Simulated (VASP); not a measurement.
# Ca: single point with r2SCAN

Ca:

```xyz
4
Lattice="3.7719 0.0000 0.0000 -1.8860 3.2666 0.0000 0.0000 0.0000 12.3734" Properties=species:S:1:pos:R:3 pbc="T T T"
Ca   -1.8860    3.2666   12.3734
Ca    1.8860    3.2666    6.1867
Ca    0.0000    2.1777    3.0933
Ca    1.8860    1.0889    9.2800
```

This isn't the form of Ca at room conditions, which is fcc.

```yaml
Program: VASP 6.6.1
Task: single point
Functional: r2SCAN
Potentials_or_basis: VASP PAW PBE potentials, release 64 (Ca_sv)
Cutoff: 520 eV
k_mesh: 10 × 10 × 3
Occupations: fermi-dirac, width 0.1 eV
Spin: no spin polarisation
```

```json
{"Pressure": "2.9 GPa", "Band gap on the k mesh": "zero (bands 20 and 21 overlap by 0.44 eV)"}
```

Stress tensor (GPa, compression positive):
```
2.76 0.00 0.00
0.00 2.76 0.00
0.00 0.00 3.07
```

Levels at points of the mesh, in eV from the Fermi level:
```tsv
k point	band 18	band 19	band 20	band 21	band 22	band 23
(0.00, 0.00, 0.00)	-3.35	-3.35	-1.05	-0.25	1.65	1.67
(0.50, 0.00, 0.00)	-0.88	-0.73	-0.65	-0.05	0.13	0.52
```

It took 3.6 min on 1 thread of Intel(R) Xeon(R) 6975P-C (Granite Rapids) (shared host), peak memory 0.32 GiB.

Caveat: the PAW data sets were made with another functional, which shifts forces and pressure a little.
